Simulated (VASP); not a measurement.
Sn: relaxation of cell and atoms with LDA

Crystal: Sn.

```
Sn
1.0
     0.00000    3.23716    3.23716
     3.23716    0.00000    3.23716
     3.23716    3.23716    0.00000
Sn
2
Cartesian
  3.2372 3.2372 3.2372
  4.8557 4.8557 4.8557
```

This isn't the form of Sn at room conditions, which is tetragonal (white tin).

```
Program                : VASP 6.6.1
Task                   : relaxation of cell and atoms
Functional             : LDA
Potentials or basis    : VASP PAW LDA potentials, release 64 (Sn_d)
Cutoff                 : 600 eV
k mesh                 : 14 × 14 × 14
Occupations            : fermi-dirac, width 0.1 eV
Spin                   : no spin polarisation
Target pressure        : 4 GPa
Dipole correction      : no
Further INCAR settings : ALGO = Normal; EDIFF = 1e-07; IBRION = 2; EDIFFG = -0.002; NSW = 100; ISIF = 3
```

The relaxed volume is 31.53 Å³/atom and the relaxed cell is a = 4.468 Å, b = 4.468 Å, c = 4.468 Å, α = 60.00°, β = 60.00°, γ = 60.00°. The space group after relaxing (to 0.1 Å) is Fd-3m (No. 227), the energy change on relaxing (the run minimises the enthalpy) is +28.2 meV/atom and the ionic steps are 6. The pressure after relaxing is 4.0 GPa. The band gap on the k mesh is zero (bands 14 and 15 overlap by 0.02 eV).

The path:
```
step  energy change (eV)  largest force (eV/Å)  pressure (GPa)  volume (Å³)
   1              0.0000                0.0000            0.03        67.85
   2              0.1687                0.0000            7.64        59.93
   3              0.0556                0.0000            3.98        63.09
   4              0.0579                0.0000            4.08        63.00
   5              0.0548                0.0000            3.94        63.13
   6              0.0563                0.0000            4.00        63.06
```

Final structure:
```
Sn
1.0
     0.00000    3.15924    3.15924
     3.15924    0.00000    3.15924
     3.15924    3.15924    0.00000
Sn
2
Direct
  0.50000 0.50000 0.50000
  0.75000 0.75000 0.75000
```

Levels at points of the mesh, in eV from the Fermi level:
| k point | band 12 | band 13 | band 14 | band 15 | band 16 | band 17 |
| --- | --- | --- | --- | --- | --- | --- |
| (0.00, 0.00, 0.00) | -0.31 | 0.00 | 0.00 | 0.00 | 2.07 | 2.07 |
| (0.50, 0.00, 0.00) | -6.75 | -1.33 | -1.33 | -0.02 | 3.17 | 3.17 |
| (0.50, 0.50, 0.00) | -7.93 | -2.82 | -2.82 | 0.58 | 0.58 | 8.09 |

Run time: 7.3 min on 1 thread of Intel(R) Xeon(R) Platinum 8559C (Emerald Rapids), with other jobs on the host, peak memory 0.28 GiB.

Caveat: the cell is relaxed towards a set pressure, so the run minimises the enthalpy, not the energy; spin-orbit coupling is left out, which moves the levels of the heavy elements. Zero-point motion and thermal expansion aren't in these numbers.
